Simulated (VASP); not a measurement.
The system is CdSe.

```
Cd Se
1.0
     0.00000    3.07027    3.07027
     3.07027    0.00000    3.07027
     3.07027    3.07027    0.00000
Cd Se
1 1
Direct
  0.00000 0.00000 0.00000
  0.25000 0.25000 0.25000
```

```yaml
Program: VASP 6.6.1
Task: relaxation of cell and atoms
Functional: RPBE
Potentials_or_basis: VASP PAW PBE potentials, release 64 (Cd, Se)
Cutoff: 600 eV
k_mesh: 8 × 8 × 8
Occupations: fermi-dirac, width 0.05 eV
Spin: no spin polarisation
```

At the start: pressure 3.4 GPa; volume 28.94 Å³/atom.

Where does the relaxation end?

Over 3 steps the energy falls by 22.1 meV/atom and the volume is 31.15 Å³/atom (+7.6 %); space group F-43m (No. 216, to 0.1 Å) before and after.

The path:
```
step  energy change (eV)  largest force (eV/Å)  pressure (GPa)  volume (Å³)
   1              0.0000                0.0000            3.42        57.88
   2             -0.0426                0.0000           -0.54        63.21
   3             -0.0441                0.0000            0.02        62.30
```

Final structure:
```
Cd Se
1.0
     0.00000    3.14650    3.14650
     3.14650    0.00000    3.14650
     3.14650    3.14650    0.00000
Cd Se
1 1
Cartesian
  0.0000 0.0000 0.0000
  1.5732 1.5732 1.5732
```

Caveat: the PAW data sets were made with another functional, which shifts forces and pressure a little.
